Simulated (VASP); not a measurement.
## MgS: relaxation of shape and atoms at fixed volume with PBE

MgS:

```
CELL_PARAMETERS angstrom
3.99970 0.00000 0.00000
-1.99985 3.46385 0.00000
0.00000 0.00000 12.94790
ATOMIC_POSITIONS crystal
Mg 0.00000 0.00000 0.09486
Mg 0.00000 0.00000 0.59486
Mg 0.33333 0.66667 0.34395
Mg 0.66667 0.33333 0.84395
S 0.00000 0.00000 0.40573
S 0.00000 0.00000 0.90573
S 0.33333 0.66667 0.15546
S 0.66667 0.33333 0.65546
```

```json
{"Program": "VASP 6.6.1", "Task": "relaxation of shape and atoms at fixed volume", "Functional": "PBE", "Potentials or basis": "VASP PAW PBE potentials, release 64 (Mg, S)", "Cutoff": "600 eV", "k mesh": "6 × 6 × 2", "Occupations": "gaussian, width 0.02 eV", "Spin": "no spin polarisation", "Dipole correction": "no", "Further INCAR settings": "ALGO = Normal; EDIFF = 1e-07; IBRION = 2; EDIFFG = -0.01; NSW = 50; ISIF = 4"}
```

| Quantity | Value |
| --- | --- |
| Pressure after relaxing | 1.7 GPa |
| Largest force after relaxing | 0.006 eV/Å |
| Band gap on the k mesh | 3.52 eV |

Forces in eV/Å, atoms in the order of the input:
```
Mg   0.000  0.000  0.001
Mg   0.000  0.000  0.001
Mg   0.000  0.000  0.004
Mg   0.000  0.000  0.004
S    0.000  0.000  0.001
S    0.000  0.000  0.001
S    0.000  0.000 -0.006
S    0.000  0.000 -0.006
```

Final structure:
```
Mg S
1.0
     3.99970    0.00000    0.00000
    -1.99985    3.46385    0.00000
     0.00000    0.00000   12.94790
Mg S
4 4
Cartesian
  0.0000 0.0000 1.2282
  0.0000 0.0000 7.7022
  0.0000 2.3092 4.4535
  1.9999 1.1546 10.9274
  0.0000 0.0000 5.2533
  0.0000 0.0000 11.7272
  0.0000 2.3092 2.0129
  1.9999 1.1546 8.4869
```

Levels at points of the mesh, in eV from the valence-band top:
```tsv
k point	band 14	band 15	band 16	band 17	band 18	band 19
(0.00, 0.00, 0.00)	-0.05	-0.05	0.00	3.52	4.93	4.97
(0.50, 0.00, 0.00)	-0.75	-0.48	-0.38	4.17	4.40	5.32
(0.00, 0.00, 0.50)	-0.11	-0.11	-0.11	4.19	4.19	5.07
(0.50, 0.00, 0.50)	-0.76	-0.51	-0.51	4.50	4.50	5.24
```

Run time: 88 s on 1 thread of Intel(R) Xeon(R) Platinum 8488C (Sapphire Rapids), on a shared host, peak memory 0.33 GiB.

Caveat: the relaxation stopped at its first step, so nothing moved.
